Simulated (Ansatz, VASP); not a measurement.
One calculation of Al, two programs

INCAR

```
SYSTEM = Al
  ALGO = Normal
  EDIFF = 1E-6
  ENCUT = 520
  GGA = PE
  ISIF = 2
  ISMEAR = 0
  LASPH = .TRUE.
  LCHARG = .FALSE.
  LREAL = .FALSE.
  LWAVE = .FALSE.
  NBANDS = 8
  NELM = 80
  PREC = Accurate
  SIGMA = 0.15
```

Contents of KPOINTS:

```
k-points
0
G
  22 22 22
  0 0 0
```

Contents of POSCAR:

```
Al
1.0
    0.0000000000      1.8032519626      2.5497982752
    1.8032519626      0.0000000000      2.5497982752
    1.8032519626      1.8032519626      0.0000000000
Al
1
Direct
    0.0000000000      0.0000000000      0.0000000000
```

Input for Ansatz:

```yaml
crystal:
  lattice:
    - [0.0, 1.8032519626, 2.5497982752]
    - [1.8032519626, 0.0, 2.5497982752]
    - [1.8032519626, 1.8032519626, 0.0]
  atoms:
    - { symbol: Al, position: [0.0, 0.0, 0.0] }
basis:
  ecutwfc: 420
kpoints:
  mp_grid: { grid: [22, 22, 22] }
hamiltonian:
  xc: pbe
scf:
  occupations: { method: gaussian, width: 0.15 }
output:
  forces: true
  stress: true
  eigenvalues: true
```

Alike in both runs: task single point; functional PBE; k mesh 22 × 22 × 22; occupations gaussian, width 0.15 eV; no spin polarisation.

|  | VASP | Ansatz |
| --- | --- | --- |
| version | VASP 6.6.1 | Ansatz 0.2.0 |
| potentials or method | VASP PAW PBE potentials, release 64 (Al), cutoff 520 eV | scalar-relativistic, plane waves, PAW |
| valence electrons in the cell | 3 | 3 |

Ansatz gave:

- gap on the k mesh at the Fermi level (eV): none
- pressure (GPa): 9.1
- traceless stress, the component that is largest in VASP (GPa): -19.47

**Question.** Estimate VASP's values.

**Answer.** gap on the k mesh at the Fermi level (eV): none; pressure (GPa): 9.0; traceless stress, the component that is largest in VASP (GPa): -19.46.

A gap of «none» marks a metal or a gap that the smearing closes.
